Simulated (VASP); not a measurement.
Runs of VASP 6.6.1 on LiF. The structure is that of space group P4_32_12 (No. 96), or close to it. The cells are those of the table. 

```csv
cell,k mesh,smearing,gap on the mesh (eV),largest force (eV/Å)
"a = 5.568, b = 5.568, c = 2.902 Å, 8 atoms",4 × 4 × 8,gaussian 0.02 eV,6.91,0.01
"a = 5.384, b = 5.384, c = 2.818 Å, 8 atoms",4 × 4 × 6,gaussian 0.1 eV,7.37,-
"a = 5.207, b = 5.207, c = 2.744 Å, 8 atoms",4 × 4 × 8,gaussian 0.02 eV,7.84,0.01
"a = 5.384, b = 5.384, c = 2.821 Å, 8 atoms",4 × 4 × 8,gaussian 0.02 eV,7.37,-
"a = 5.327, b = 5.327, c = 2.796 Å, 8 atoms",4 × 4 × 8,gaussian 0.02 eV,(b),0.01
"a = 5.495, b = 5.495, c = 2.870 Å, 8 atoms",4 × 4 × 8,gaussian 0.02 eV,(a),-
"a = 5.268, b = 5.268, c = 2.770 Å, 8 atoms",4 × 4 × 8,gaussian 0.02 eV,7.68,0.01
"a = 5.440, b = 5.440, c = 2.846 Å, 8 atoms",4 × 4 × 8,gaussian 0.02 eV,7.22,-
"a = 5.144, b = 5.144, c = 2.720 Å, 8 atoms",4 × 4 × 8,gaussian 0.02 eV,8.02,0.01
```

Alike in all rows: task single point; level PBE; potentials or basis VASP PAW PBE potentials, release 64 (Li_sv, F); no spin polarisation; cutoff (eV) 520.

Problem. Fill in the values left out.

Solution. (a) 7.08; (b) 7.52.

A k mesh can miss the band edges.
